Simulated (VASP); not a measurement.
# AlNi3 (Pm-3m) in VASP: further runs

AlNi3 is run at these levels: r2SCAN, PBE; tasks: single point, relaxation of the atoms.

All numbers are computed with VASP 6.6.1; they aren't measurements. Logs are shortened: lines on timing, memory, paths and dates and some standing lists are left out, and cuts for length are marked.

## 1. The cell of the first run

The structure is cubic, space group Pm-3m (No. 221). The conventional cell has a = 3.523 Å, b = 3.523 Å, c = 3.523 Å, α = 90.00°, β = 90.00°, γ = 90.00°. Within 3.3 Å of Al (site symmetry m-3m) lie 12 Ni at 2.49 Å. Ni (site symmetry 4/mmm) has 4 Al at 2.49 Å and 8 Ni at 2.49 Å within 3.3 Å.

## 2. Single point, r2SCAN

POSCAR

```
AlNi3
1.0
    3.5230547267      0.0000000000      0.0000000000
    0.0000000000      3.5230547267      0.0000000000
    0.0000000000      0.0000000000      3.5230547267
Al Ni
1 3
Direct
    0.9330000000      0.9260000000      0.3520000000
    0.9330000000      1.4260000000      0.8520000000
    1.4330000000      0.9260000000      0.8520000000
    1.4330000000      1.4260000000      0.3520000000
```

INCAR.step1

```
PREC = Accurate
ENCUT = 660
ISMEAR = 1
SIGMA = 0.023
LREAL = F
LASPH = T
NELM = 120
NBANDS = 24
GGA = PE
ALGO = Normal
EDIFF = 1E-5
LWAVE = T
LCHARG = F
GGA_COMPAT = F
```

INCAR.step2

```
PREC = Accurate
ENCUT = 660
EDIFF = 1E-6
ISMEAR = 1
SIGMA = 0.023
LREAL = F
LASPH = T
NELM = 120
ALGO = Normal
ISIF = 2
LWAVE = F
LCHARG = F
METAGGA = R2SCAN
LMIXTAU = T
NBANDS = 24
ISTART = 1
GGA_COMPAT = F
```

KPOINTS

```
Automatic mesh
0
Gamma
  3 3 3
```

Potentials or basis: VASP PAW PBE potentials, release 64 (Al, Ni).

On the command line:

```sh
cat potpaw_PBE.64/Al/POTCAR potpaw_PBE.64/Ni/POTCAR > POTCAR
cp INCAR.step1 INCAR
mpirun -np 1 vasp_std > vasp.out
cp INCAR.step2 INCAR
mpirun -np 1 vasp_std > vasp.out
```

OUTCAR:

```text
PREC = Accurate
   ENCUT = 660
   EDIFF = 1E-6
   ISMEAR = 1
   LREAL = F
   LASPH = T
   NELM = 120
   ISIF = 2
   METAGGA = R2SCAN
   ISTART = 1

 ion  position               nearest neighbor table
   1  0.933  0.926  0.352-   2 2.49   3 2.49   4 2.49   2 2.49   3 2.49   2 2.49   4 2.49   2 2.49
                             3 2.49   4 2.49   3 2.49   4 2.49
   2  0.933  0.426  0.852-   1 2.49   3 2.49   4 2.49   1 2.49   4 2.49   1 2.49   3 2.49   1 2.49
                             3 2.49   4 2.49   4 2.49   3 2.49
   3  0.433  0.926  0.852-   1 2.49   2 2.49   4 2.49   1 2.49   4 2.49   2 2.49   4 2.49   4 2.49
                             1 2.49   2 2.49   1 2.49   2 2.49
   4  0.433  0.426  0.352-   1 2.49   2 2.49   3 2.49   2 2.49   3 2.49   1 2.49   3 2.49   3 2.49
                             1 2.49   2 2.49   2 2.49   1 2.49

  LATTYP: Found a simple cubic cell.
 ALAT       =     3.5230547267

  Lattice vectors:

 A1 = (   3.5230547267,   0.0000000000,   0.0000000000)
 A2 = (   0.0000000000,   3.5230547267,   0.0000000000)
 A3 = (   0.0000000000,   0.0000000000,   3.5230547267)

Analysis of symmetry for initial positions (statically):
=====================================================================
 Subroutine PRICEL returns:
 Original cell was already a primitive cell.

 Routine SETGRP: Setting up the symmetry group for a
 simple cubic supercell.

 Subroutine GETGRP returns: Found 48 space group operations
 (whereof  1 operations were pure point group operations)
 out of a pool of 48 trial point group operations.

The static configuration has the point symmetry C_1 .
 The point group associated with its full space group is O_h .

Analysis of symmetry for dynamics (positions and initial velocities):
=====================================================================
 Subroutine PRICEL returns:
 Original cell was already a primitive cell.

 Routine SETGRP: Setting up the symmetry group for a
 simple cubic supercell.

 Subroutine GETGRP returns: Found 48 space group operations
 (whereof  1 operations were pure point group operations)
 out of a pool of 48 trial point group operations.

The dynamic configuration has the point symmetry C_1 .
 The point group associated with its full space group is O_h .

 Subroutine INISYM returns: Found 48 space group operations
 (whereof  1 operations are pure point group operations),
 and found     1 'primitive' translations

----------------------------------------------------------------------------------------

                                     Primitive cell

  volume of cell :      43.7279

  direct lattice vectors                    reciprocal lattice vectors
     3.523054727  0.000000000  0.000000000     0.283844583  0.000000000  0.000000000
     0.000000000  3.523054727  0.000000000     0.000000000  0.283844583  0.000000000
     0.000000000  0.000000000  3.523054727     0.000000000  0.000000000  0.283844583

  length of vectors
     3.523054727  3.523054727  3.523054727     0.283844583  0.283844583  0.283844583

  position of ions in fractional coordinates (direct lattice)
     0.933000000  0.926000000  0.352000000
     0.933000000  0.426000000  0.852000000
     0.433000000  0.926000000  0.852000000
     0.433000000  0.426000000  0.352000000

  ion indices of the primitive-cell ions
   primitive index   ion index
                 1           1
                 2           2
                 3           3
                 4           4

----------------------------------------------------------------------------------------

 KPOINTS: Automatic mesh

Automatic generation of k-mesh.
 Grid dimensions read from file:
 generate k-points for:    3    3    3

 Generating k-lattice:

  Cartesian coordinates                     Fractional coordinates (reciprocal lattice)
     0.094614861  0.000000000  0.000000000     0.333333333  0.000000000  0.000000000
     0.000000000  0.094614861  0.000000000     0.000000000  0.333333333  0.000000000
     0.000000000  0.000000000  0.094614861     0.000000000  0.000000000  0.333333333

  Length of vectors
     0.094614861  0.094614861  0.094614861

  Shift w.r.t. Gamma in fractional coordinates (k-lattice)
     0.000000000  0.000000000  0.000000000

 Subroutine IBZKPT returns following result:
 ===========================================

 Found      4 irreducible k-points:

 Following reciprocal coordinates:
            Coordinates               Weight
  0.000000  0.000000  0.000000      1.000000
  0.333333  0.000000  0.000000      6.000000
  0.333333  0.333333  0.000000     12.000000
  0.333333  0.333333  0.333333      8.000000
   k-points           NKPTS =      4   k-points in BZ     NKDIM =      4   number of bands    NBANDS=     24
   number of dos      NEDOS =    301   number of ions     NIONS =      4
   total plane-waves  NPLWV =  27000
   dimension x,y,z NGX =    30 NGY =   30 NGZ =   30
   dimension x,y,z NGXF=    60 NGYF=   60 NGZF=   60
   ions per type =               1   3
   NGX,Y,Z   is equivalent  to a cutoff of  14.16, 14.16, 14.16 a.u.
   NGXF,Y,Z  is equivalent  to a cutoff of  28.31, 28.31, 28.31 a.u.
 SYSTEM =  unknown system
   PREC   = accura    normal or accurate (medium, high low for compatibility)
   ISTART =      1    job   : 0-new  1-cont  2-samecut
   ICHARG =      0    charge: 1-file 2-atom 10-const
   ISPIN  =      1    spin polarized calculation?
   LNONCOLLINEAR =      F non collinear calculations
   LSORBIT =      F    spin-orbit coupling
   LASPH  =      T    aspherical Exc in radial PAW
   ENCUT  =  660.0 eV  48.51 Ry    6.96 a.u.   7.38  7.38  7.38*2*pi/ulx,y,z
   NELM   =    120;   NELMIN=  2; NELMDL=  0     # of ELM steps
   EDIFF  = 0.1E-05   stopping-criterion for ELM
   LREAL  =      F    real-space projection
   EDIFFG = 0.1E-04   stopping-criterion for IOM
   NSW    =      0    number of steps for IOM
   IBRION =     -1    ionic relax: 0-MD 1-quasi-New 2-CG
   NFREE  =      0    steps in history (QN), initial steepest desc. (CG)
   ISIF   =      2    stress and relaxation
   ISYM   =      2    0-nonsym 1-usesym 2-fastsym
   POTIM  = 0.5000    time-step for ionic-motion
   TEBEG  =    0.0;   TEEND  =   0.0 temperature during run
   PSTRESS=    0.0 pullay stress
   NELECT =      33.0000    total number of electrons
   NUPDOWN=      -1.0000    fix difference up-down
   EMIN   =  10.00;   EMAX   =-10.00  energy-range for DOS
   EFERMI =   0.00;   METHOD = LEGACY
   ISMEAR =     1;   SIGMA  =   0.02  broadening in eV -4-tet -1-fermi 0-gaus
   EFERMI_NEDOS =   21; number of points for ismear=-14 and -15
   IALGO  =     38    algorithm
   IMIX   =      4    mixing-type and parameters
     AMIX     =   0.40;   BMIX     =  1.00
     AMIX_MAG =   1.60;   BMIX_MAG =  1.00
  volume/ion in A,a.u.               =      10.93        73.77
  Fermi-wavevector in a.u.,A,eV,Ry     =   1.490482  2.816603 30.225843  2.221537
  Thomas-Fermi vector in A             =   2.603258
   LORBIT       =      0    0 simple, 1 ext, 2 COOP (PROOUT), +10 PAW based schemes
   METAGGA = R2SCAN    functional components
   LHFCALC =     F    Hartree Fock is set to
   AEXX    =    0.0000 exact exchange contribution
   IVDW    =     0    specifies the selected vdW correction
   LEPSILON=     F    determine dielectric tensor
   LRPA    =     F    only Hartree local field effects (RPA)
 non-spin polarized calculation
 Methfessel and Paxton  Order N= 1 SIGMA  =   0.02
  energy-cutoff  :      660.00
  volume of cell :       43.73
 maximum number of plane-waves:      1743
 NGX is ok and might be reduce to    30
   NGX = 15   NGY = 15   NGZ = 15

 number of electron      32.9999997 magnetization

 Free energy of the ion-electron system (eV)
  ---------------------------------------------------
  ext. energy  EPLUGINS =         0.00000000
  ---------------------------------------------------
  free energy    TOTEN  =       -44.09396171 eV

  energy without entropy =      -44.09203573  energy(sigma->0) =      -44.09331971

 E-fermi :  10.0283     XC(G=0): -13.9199

 val. band max:       10.0279856891   @ k =   0.0000   0.0000   0.0000
 cond. band min:      10.0289582345   @ k =   0.3333   0.0000   0.0000
 fundamental gap:      0.0009725453
 Fermi energy:        10.0282735993

 k-point     1 :       0.0000    0.0000    0.0000
  band No.  band energies     occupation
      1      -0.9209      2.00000
      2       5.1695      2.00000
      3       5.9517      2.00000
      4       5.9518      2.00000
      5       6.4429      2.00000
      6       6.4430      2.00000
[... 16 lines left out ...]
     23      22.9929      0.00000
     24      22.9929      0.00000

 k-point     2 :       0.3333    0.0000    0.0000
  band No.  band energies     occupation
      1       0.4871      2.00000
      2       4.1381      2.00000
      3       5.8490      2.00000
      4       6.5893      2.00000
      5       6.5894      2.00000
      6       6.7496      2.00000
[... 16 lines left out ...]
     23      18.2794      0.00000
     24      20.0540      0.00000

 k-point     3 :       0.3333    0.3333    0.0000
  band No.  band energies     occupation
      1       1.7814      2.00000
      2       4.9159      2.00000
      3       5.0920      2.00000
      4       6.4012      2.00000
      5       6.5214      2.00000
      6       6.9387      2.00000
[... 16 lines left out ...]
     23      20.0502      0.00000
     24      21.2134      0.00000

 k-point     4 :       0.3333    0.3333    0.3333
  band No.  band energies     occupation
      1       2.8558      2.00000
      2       4.9508      2.00000
      3       5.8154      2.00000
      4       5.8154      2.00000
      5       6.9084      2.00000
      6       7.0338      2.00000
[... 16 lines left out ...]
     23      18.7196      0.00000
     24      24.3305      0.00000

------------------------ aborting loop because EDIFF is reached ----------------------------------------

  FORCE on cell =-STRESS in cart. coord.  units (eV):
  Direction    XX          YY          ZZ          XY          YZ          ZX
  --------------------------------------------------------------------------------------
  -------------------------------------------------------------------------------------
  Total        0.6001593      0.6001593      0.6001593      0.0000000      0.0000000      0.0000000
  in kB       21.9896838     21.9896838     21.9896838      0.0000000      0.0000000      0.0000000
  external PRESSURE =      21.9896838 kB  Pullay stress =       0.0000000 kB

 VOLUME and BASIS-vectors are now :
 -----------------------------------------------------------------------------
  energy-cutoff  :      660.00
  volume of cell :       43.73
      direct lattice vectors                 reciprocal lattice vectors
     3.523054727  0.000000000  0.000000000     0.283844583  0.000000000  0.000000000
     0.000000000  3.523054727  0.000000000     0.000000000  0.283844583  0.000000000
     0.000000000  0.000000000  3.523054727     0.000000000  0.000000000  0.283844583

 POSITION                                       TOTAL-FORCE (eV/Angst)
 -----------------------------------------------------------------------------------
      3.28701      3.26235      1.24012         0.000000      0.000000      0.000000
      3.28701      1.50082      3.00164         0.000000      0.000000      0.000000
      1.52548      3.26235      3.00164         0.000000      0.000000      0.000000
      1.52548      1.50082      1.24012         0.000000      0.000000      0.000000
 -----------------------------------------------------------------------------------
    total drift:                               -0.000064     -0.000243      0.000400

  FREE ENERGIE OF THE ION-ELECTRON SYSTEM (eV)
  ---------------------------------------------------
  free  energy   TOTEN  =       -44.0939617052 eV

  energy  without entropy=      -44.0920357327  energy(sigma->0) =      -44.09331971
```

Wall time 30 s (1 thread of AMD EPYC 9R45 (Zen 5), shared host); peak memory 0.14 GiB.

What came out:

```yaml
Free_energy: -44.0940 eV
Pressure: 2.2 GPa
```

Levels at points of the mesh, in eV from the Fermi level:
| k point | band 13 | band 14 | band 15 | band 16 | band 17 | band 18 | band 19 | band 20 |
| --- | --- | --- | --- | --- | --- | --- | --- | --- |
| (0.00, 0.00, 0.00) | -0.29 | 0.00 | 0.00 | 0.00 | 0.60 | 0.60 | 0.60 | 6.77 |

Caveat: the k points lie up to 0.59 Å⁻¹ apart; the PAW data sets were made with another functional, which shifts forces and pressure a little. Spin polarisation is off, so any magnetic state and its effect on volume and gap are missing.

## 3. Single point, PBE

INCAR

```
PREC = Accurate
ENCUT = 600
EDIFF = 1E-6
ISMEAR = 0
SIGMA = 0.1
LREAL = F
LASPH = T
NELM = 120
ALGO = Normal
ISIF = 2
LWAVE = F
LCHARG = F
GGA = PE
NBANDS = 24
GGA_COMPAT = F
```

KPOINTS

```
regular mesh
0
Gamma
  4 4 4
```

POSCAR

```
AlNi3
1.0
    3.5230547267      0.0000000000      0.0000000000
    0.0000000000      3.5230547267      0.0000000000
    0.0000000000      0.0000000000      3.5230547267
Al Ni
1 3
Direct
    0.0000000000      0.0000000000      0.0000000000
    0.0000000000      0.5000000000      0.5000000000
    0.5000000000      0.0000000000      0.5000000000
    0.5000000000      0.5000000000      0.0000000000
```

Potentials or basis: VASP PAW PBE potentials, release 64 (Al, Ni).

On the command line:

```sh
cat potpaw_PBE.64/Al/POTCAR potpaw_PBE.64/Ni/POTCAR > POTCAR
mpirun -np 1 vasp_std > vasp.out
```

It took 8 s on 1 thread of AMD EPYC 9R45 (Zen 5), shared host; peak memory 0.13 GiB.

It converged, with:

| Item | Value |
| --- | --- |
| Free energy | -21.9355 eV |
| Pressure | 6.8 GPa |

Levels at points of the mesh, in eV from the Fermi level:
```tsv
k point	band 14	band 15	band 16	band 17	band 18	band 19
(0.00, 0.00, 0.00)	0.15	0.15	0.15	0.83	0.83	0.83
(0.50, 0.00, 0.00)	-1.11	-0.96	-0.42	0.15	5.65	5.65
(0.50, 0.50, 0.00)	-1.18	-0.90	-0.80	-0.54	1.02	1.02
(0.50, 0.50, 0.50)	-1.01	-1.01	-0.24	-0.06	-0.06	-0.06
```

Caveat: the k points lie up to 0.45 Å⁻¹ apart.

## 4. Single point, PBE, collinear spin, ferrimagnetic start

INCAR

```
PREC = Accurate
ENCUT = 600
EDIFF = 1E-6
ISMEAR = 0
SIGMA = 0.1
LREAL = F
LASPH = T
NELM = 200
ALGO = Normal
ISIF = 2
LWAVE = F
LCHARG = F
ISPIN = 2
MAGMOM = -0.02 0.5 0.5 0.5
LORBIT = 11
LMAXMIX = 4
GGA = PE
NBANDS = 28
GGA_COMPAT = F
```

KPOINTS

```
regular mesh
0
Gamma
  2 2 2
```

POSCAR is that of step 3.

Potentials or basis: VASP PAW PBE potentials, release 64 (Al, Ni).

On the command line:

```sh
cat potpaw_PBE.64/Al/POTCAR potpaw_PBE.64/Ni/POTCAR > POTCAR
mpirun -np 1 vasp_std > vasp.out
```

OUTCAR:

```text
PREC = Accurate
   ENCUT = 600
   EDIFF = 1E-6
   ISMEAR = 0
   LREAL = F
   LASPH = T
   NELM = 200
   ISIF = 2
   ISPIN = 2
   LORBIT = 11
   GGA = PE

 ion  position               nearest neighbor table
   1  0.000  0.000  0.000-   2 2.49   3 2.49   4 2.49   2 2.49   3 2.49   2 2.49   4 2.49   2 2.49
                             3 2.49   4 2.49   3 2.49   4 2.49
   2  0.000  0.500  0.500-   1 2.49   3 2.49   4 2.49   1 2.49   4 2.49   1 2.49   3 2.49   1 2.49
                             3 2.49   4 2.49   4 2.49   3 2.49
[... 460 lines left out ...]
     3.523054727  0.000000000  0.000000000     0.283844583  0.000000000  0.000000000
     0.000000000  3.523054727  0.000000000     0.000000000  0.283844583  0.000000000
     0.000000000  0.000000000  3.523054727     0.000000000  0.000000000  0.283844583

 POSITION                                       TOTAL-FORCE (eV/Angst)
 -----------------------------------------------------------------------------------
      0.00000      0.00000      0.00000         0.000000      0.000000      0.000000
      0.00000      1.76153      1.76153         0.000000      0.000000      0.000000
      1.76153      0.00000      1.76153         0.000000      0.000000      0.000000
      1.76153      1.76153      0.00000         0.000000      0.000000      0.000000
 -----------------------------------------------------------------------------------
    total drift:                                0.000000      0.000000      0.000000

  FREE ENERGIE OF THE ION-ELECTRON SYSTEM (eV)
  ---------------------------------------------------
  free  energy   TOTEN  =       -22.0943268679 eV

  energy  without entropy=      -22.0932119683  energy(sigma->0) =      -22.09376942

 total charge

# of ion       s       p       d       tot
------------------------------------------
    1        0.417   0.392   0.000   0.808
    2        0.515   0.558   8.365   9.438
    3        0.515   0.558   8.365   9.438
    4        0.515   0.558   8.365   9.438
--------------------------------------------------
tot          1.962   2.066  25.094  29.122

 magnetization (x)

# of ion       s       p       d       tot
------------------------------------------
    1       -0.002  -0.007   0.000  -0.009
    2       -0.006  -0.010   0.450   0.434
    3       -0.006  -0.010   0.450   0.434
    4       -0.006  -0.010   0.450   0.434
--------------------------------------------------
tot         -0.020  -0.037   1.350   1.292
```

OSZICAR:

```text
N       E                     dE             d eps       ncg     rms          rms(c)
DAV:   1     0.209930987363E+03    0.20993E+03   -0.15044E+04   456   0.168E+03
DAV:   2    -0.130010196340E+02   -0.22293E+03   -0.20683E+03   448   0.316E+02
[... 11 lines left out ...]
DAV:  14    -0.220942978715E+02   -0.78509E-03   -0.95932E-04   624   0.339E-01    0.985E-02
DAV:  15    -0.220942580306E+02    0.39841E-04   -0.18093E-04   588   0.159E-01    0.127E-01
DAV:  16    -0.220943174613E+02   -0.59431E-04   -0.34944E-05   560   0.809E-02    0.480E-02
DAV:  17    -0.220943187067E+02   -0.12453E-05   -0.22739E-05   584   0.748E-02    0.428E-02
DAV:  18    -0.220943261852E+02   -0.74785E-05   -0.42299E-06   408   0.295E-02    0.133E-02
DAV:  19    -0.220943268679E+02   -0.68270E-06   -0.41302E-07   256   0.100E-02
   1 F= -.22094327E+02 E0= -.22093769E+02  d E =-.111490E-02  mag=     1.2448
```

It took 14 s on 1 thread of AMD EPYC 9R45 (Zen 5), shared host; peak memory 0.14 GiB.

What came out:

```yaml
Free_energy: -22.0943 eV
Pressure: 6.5 GPa
Net_moment: 1.25 μB per cell
Site_moments: Al -0.01; Ni +0.43 μB
Valence_electrons_inside_the_program's_atomic_spheres: Al 0.81; Ni 9.44
```

Caveat: the k points lie up to 0.89 Å⁻¹ apart.

## 5. Single point, PBE, collinear spin, ferromagnetic start

INCAR

```
ALGO = Normal
EDIFF = 1E-6
ENCUT = 600
GGA = PE
GGA_COMPAT = F
ISIF = 2
ISMEAR = 0
ISPIN = 2
LASPH = T
LCHARG = F
LMAXMIX = 4
LORBIT = 11
LREAL = F
LWAVE = F
MAGMOM = 0 4 4 4
NBANDS = 28
NELM = 200
PREC = Accurate
SIGMA = 0.1
```

KPOINTS

```
k-points
0
Gamma
  3 3 3
```

POSCAR is that of step 4.

On the command line:

```sh
cat potpaw_PBE.64/Al/POTCAR potpaw_PBE.64/Ni/POTCAR > POTCAR
mpirun -np 1 vasp_std > vasp.out
```

It took 11 s on 1 thread of AMD EPYC 9R45 (Zen 5), shared host; peak memory 0.14 GiB.

Results (log left out):

```yaml
Free_energy: -21.7512 eV
Pressure: 8.3 GPa
Net_moment: 0.39 μB per cell
Site_moments: Al -0.01; Ni +0.14 μB
Valence_electrons_inside_the_program's_atomic_spheres: Al 0.82; Ni 9.46
```

Levels at points of the mesh, in eV from the Fermi level:
Spin up:
| k point | band 12 | band 13 | band 14 | band 15 | band 16 | band 17 | band 18 | band 19 | band 20 | band 21 |
| --- | --- | --- | --- | --- | --- | --- | --- | --- | --- | --- |
| (0.00, 0.00, 0.00) | -0.68 | -0.30 | -0.11 | -0.11 | -0.11 | 0.65 | 0.65 | 0.65 | 6.58 | 6.58 |
Spin down:
```csv
k point,band 12,band 13,band 14,band 15,band 16,band 17,band 18,band 19,band 20,band 21
"(0.00, 0.00, 0.00)",-0.59,-0.17,0.14,0.14,0.14,0.64,0.64,0.64,6.61,6.61
```

Caveat: the k points lie up to 0.59 Å⁻¹ apart; the moment fell far below its start of 4 μB, so a state of higher moment may lie lower in energy.

(Part 1 of 2 ends here.)
